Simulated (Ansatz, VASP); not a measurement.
# One calculation of C, two programs

```
CELL_PARAMETERS angstrom
2.47372 0.00000 0.00000
-1.23686 2.14231 0.00000
0.00000 0.00000 4.19792
ATOMIC_POSITIONS crystal
C 0.33333 0.66667 0.99983
C 0.66667 0.33333 0.49983
C 0.33333 0.66667 0.37417
C 0.66667 0.33333 0.87417
```

Change from the starting cell: strained cell.

Alike in both runs: functional LDA; k mesh 9 × 9 × 6; occupations gaussian, width 0.02 eV; no spin polarisation.

Ansatz relaxed the structure, and its values are those at the end. VASP's run is a single point on that final structure, the one shown.

```csv
,VASP,Ansatz
version,VASP 6.6.1,Ansatz 0.2.0
potentials or method,"VASP PAW LDA potentials, release 64 (C_h), cutoff 910 eV","scalar-relativistic, plane waves, PAW"
valence electrons in the cell,16,16
```

```tsv
	VASP	Ansatz	Ansatz less VASP
gap on the k mesh at the Fermi level (eV)	3.02	3.04	+0.019
least direct gap on the mesh (eV)	4.82	4.81	-0.001
rms of the force components (eV/Å)	0.004	0.001	-0.0033
```

Ansatz warns that its potentials were made for another functional, while VASP's fit it. LDA's correlation is that of Perdew and Zunger in VASP and of Perdew and Wang (1992) in Ansatz. Ansatz's warnings: stress scf threshold loose.

Noted on VASP's run: the cutoff is short for stress, so the pressure is rough.
